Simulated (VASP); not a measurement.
Crystal: Re.

```
Re
1.0
     0.00000    2.69527    2.69527
     2.69527    0.00000    2.69527
     2.69527    2.69527    0.00000
Re
2
Direct
  0.00000 0.00000 0.00000
  0.25000 0.25000 0.25000
```

Base run:

```yaml
Program: VASP 6.6.1
Functional: r2SCAN
Potentials_or_basis: VASP PAW PBE potentials, release 64 (Re)
Cutoff: 520 eV
k_mesh: 6 × 6 × 6
Occupations: fermi-dirac, width 0.05 eV
Spin: no spin polarisation
```

Its results: band gap on the k mesh zero (band 7 reaches 5.37 eV, above the bottom of band 8 at 4.05 eV); pressure 26.1 GPa.

Question: The run is repeated on the same cell with these changes: potentials or basis from VASP PAW PBE potentials, release 64 (Re) to VASP PAW PBE potentials, release 64 (Re_sv_GW); cutoff from 520 eV to 550 eV; further incar settings from ALGO = Normal; EDIFF = 1e-06; NBANDS = 14 to ALGO = Normal; EDIFF = 1e-06; NBANDS = 22; valence electrons from 14 to 30. What comes out?

Answer: Band gap on the k mesh zero (band 15 reaches 9.24 eV, above the bottom of band 16 at 7.88 eV); pressure 28.8 GPa.

Caveats: the PAW data sets were made with another functional, which shifts forces and pressure a little; spin-orbit coupling is left out, which moves the levels of the heavy elements.
